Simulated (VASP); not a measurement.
Input of a VASP 6.6.1 run:

The input INCAR:

```
SYSTEM = TiH
PREC = Accurate
ENCUT = 520
EDIFF = 1E-7
ISMEAR = -1
SIGMA = 0.05
LREAL = .FALSE.
LASPH = .TRUE.
NELM = 100
ALGO = Normal
ISIF = 2
LWAVE = .FALSE.
LCHARG = .TRUE.
LELF = .TRUE.
LVHAR = .TRUE.
NBANDS = 21
```

The input KPOINTS:

```
Automatic mesh
0
G
  8 8 5
  0 0 0
```

Contents of POSCAR:

```
TiH
1.0
    2.9474928546      0.0000000000      0.0000000000
    0.0000000000      2.9474928546      0.0000000000
    0.0000000000      0.0000000000      4.5681404800
Ti H
2 2
Direct
    0.5000000000      0.0000000000      0.5000000000
    0.0000000000      0.5000000000      0.0000000000
    0.0000000000      0.0000000000      0.2500000000
    0.0000000000      0.0000000000      0.7500000000
```

Potentials or basis: VASP PAW LDA potentials, release 64 (Ti_sv, H).

Launch:

```console
$ cat potpaw_LDA.64/Ti_sv/POTCAR potpaw_LDA.64/H/POTCAR > POTCAR
$ mpirun -np 1 vasp_std > vasp.out
```

(1) What does it give for the band gap on the k mesh?

(2) What does it give for the pressure?

Results:

(1) zero (band 13 reaches 7.59 eV, above the bottom of band 14 at 7.19 eV).

(2) -6.6 GPa.
